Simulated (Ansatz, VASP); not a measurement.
## One calculation of GaP, two programs

```
Ga P
1.0
     0.00000    2.69800    2.72525
     2.69800    0.00000    2.72525
     2.69800    2.69800    0.00000
Ga P
1 1
Direct
  0.00000 0.00000 0.00000
  0.75000 0.75000 0.75000
```

Change from the starting cell: equal xx and yy strain of -1 %, crystal datasets.

Alike in both runs: task electric field gradients; functional LDA; k mesh 10 × 10 × 10; occupations fermi-dirac, width 0.05 eV; no spin polarisation.

```csv
,VASP,Ansatz
version,VASP 6.6.1,Ansatz 0.2.0
potentials or method,"VASP PAW LDA potentials, release 64 (Ga_d, P), cutoff 520 eV","all-electron PAW with datasets made for the crystal, scalar-relativistic"
```

```csv
,VASP,Ansatz,Ansatz less VASP
pressure (GPa),-1.0,-1.1,-0.09
"traceless stress, the component that is largest in VASP (GPa)",-0.53,-0.53,-0.001
size of Vzz on the site where it differs most (V/Å²),1.7,1.9,+0.20
```

LDA's correlation is that of Perdew and Zunger in VASP and of Perdew and Wang (1992) in Ansatz. Ansatz ran all-electron here, and VASP with PAW potentials.
